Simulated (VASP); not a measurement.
Write the native input for VASP 6.6.1 that does the following.

```yaml
Task: single point
Functional: LDA
Potentials_or_basis: VASP PAW LDA potentials, release 64 (Be, S)
Cutoff: 600 eV
k_mesh: 4 × 4 × 4
Occupations: gaussian, width 0.01 eV
Spin: no spin polarisation
Dipole_correction: no
Further_INCAR_settings: ALGO = Normal; EDIFF = 1e-06; NBANDS = 11
```

The structure of BeS lies in POSCAR:

```
BeS
1.0
    0.0000000000      2.4343066366      2.4343066366
    2.4343066366      0.0000000000      2.4343066366
    2.4343066366      2.4343066366      0.0000000000
Be S
1 1
Direct
    0.0000000000      0.0000000000      0.0000000000
    0.2500000000      0.2500000000      0.2500000000
```

The input as run:

INCAR

```
SYSTEM = BeS
PREC = Accurate
ENCUT = 600
EDIFF = 1E-6
ISMEAR = 0
SIGMA = 0.01
LREAL = .False.
LASPH = .True.
NELM = 120
ALGO = Normal
ISIF = 2
LWAVE = .False.
LCHARG = .False.
GGA = CA
NBANDS = 11
GGA_COMPAT = .False.
```

KPOINTS

```
Automatic mesh
0
Gamma
  4 4 4
  0 0 0
```

Potentials or basis: VASP PAW LDA potentials, release 64 (Be, S).

The run is started by

```console
$ cat potpaw_LDA.64/Be/POTCAR potpaw_LDA.64/S/POTCAR > POTCAR
$ mpirun -np 1 vasp_std > vasp.out
```

Results of the run:

The pressure is -3.6 GPa and the band gap on the k mesh is 2.91 eV (least direct gap 5.53 eV).

Caveat: the k points lie up to 0.56 Å⁻¹ apart.

Wall time 2.5 s on 1 thread of AMD EPYC 9R45 (Zen 5), on a shared host, peak memory 0.09 GiB.
